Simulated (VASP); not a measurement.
Wanted: the native input for a VASP 6.6.1 run.

| Item | Value |
| --- | --- |
| Task | single point |
| Functional | r2SCAN |
| Potentials or basis | VASP PAW PBE potentials, release 64 (Sn_d, O) |
| Cutoff | 520 eV |
| k mesh | 6 × 6 × 8 |
| Occupations | fermi-dirac, width 0.0632 eV |
| Spin | no spin polarisation |
| Dipole correction | no |
| Further INCAR settings | ALGO = Normal; EDIFF = 1e-07; NBANDS = 35 |

Crystal: SnO2.

```xyz
6
Lattice="4.7127 0.0000 0.0000 0.0000 4.7127 0.0000 0.0000 0.0000 3.1695" Properties=species:S:1:pos:R:3 pbc="T T T"
Sn    0.0000    0.0000    0.0000
Sn    2.3564    2.3564    1.5847
O     1.4473    1.4473    0.0000
O     0.9091    3.8036    1.5847
O     3.2654    3.2654    0.0000
O     3.8036    0.9091    1.5847
```

One way to write it, as run:

POSCAR

```
SnO2
1.0
    4.7127161600      0.0000000000      0.0000000000
    0.0000000000      4.7127161600      0.0000000000
    0.0000000000      0.0000000000      3.1694955800
Sn O
2 4
Direct
    0.0000000000      0.0000000000      0.0000000000
    0.5000000000      0.5000000000      0.5000000000
    0.3071000000      0.3071000000      0.0000000000
    0.1929000000      0.8071000000      0.5000000000
    0.6929000000      0.6929000000      0.0000000000
    0.8071000000      0.1929000000      0.5000000000
```

INCAR.step1

```
  PREC = Accurate
  ENCUT = 520
  ISMEAR = -1
  SIGMA = 0.0632
  LREAL = F
  LASPH = T
  NELM = 60
  NBANDS = 35
  GGA = PE
  ALGO = Normal
  EDIFF = 1E-4
  LWAVE = T
  LCHARG = F
```

INCAR.step2

```
  PREC = Accurate
  ENCUT = 520
  EDIFF = 1E-7
  ISMEAR = -1
  SIGMA = 0.0632
  LREAL = F
  LASPH = T
  NELM = 60
  ALGO = Normal
  ISIF = 2
  LWAVE = F
  LCHARG = F
  METAGGA = R2SCAN
  LMIXTAU = T
  NBANDS = 35
  ISTART = 1
```

KPOINTS

```
Automatic mesh
0
Gamma
  6 6 8
```

Potentials or basis: VASP PAW PBE potentials, release 64 (Sn_d, O).

Run with:

```sh
$ cat potpaw_PBE.64/Sn_d/POTCAR potpaw_PBE.64/O/POTCAR > POTCAR
$ cp INCAR.step1 INCAR
$ mpirun -np 1 vasp_std > vasp.out
$ cp INCAR.step2 INCAR
$ mpirun -np 1 vasp_std > vasp.out
```

Results of the run:

| Item | Value |
| --- | --- |
| Pressure | 8.4 GPa |
| Largest force | 0.349 eV/Å |
| Band gap on the k mesh | 2.19 eV |

Caveat: the cell stands under pressure; the PAW data sets were made with another functional, which shifts forces and pressure a little; spin-orbit coupling is left out, which moves the levels of the heavy elements.

Wall time 5.6 min on 1 thread of Intel(R) Xeon(R) Platinum 8488C (Sapphire Rapids), on a shared host, peak memory 0.24 GiB.
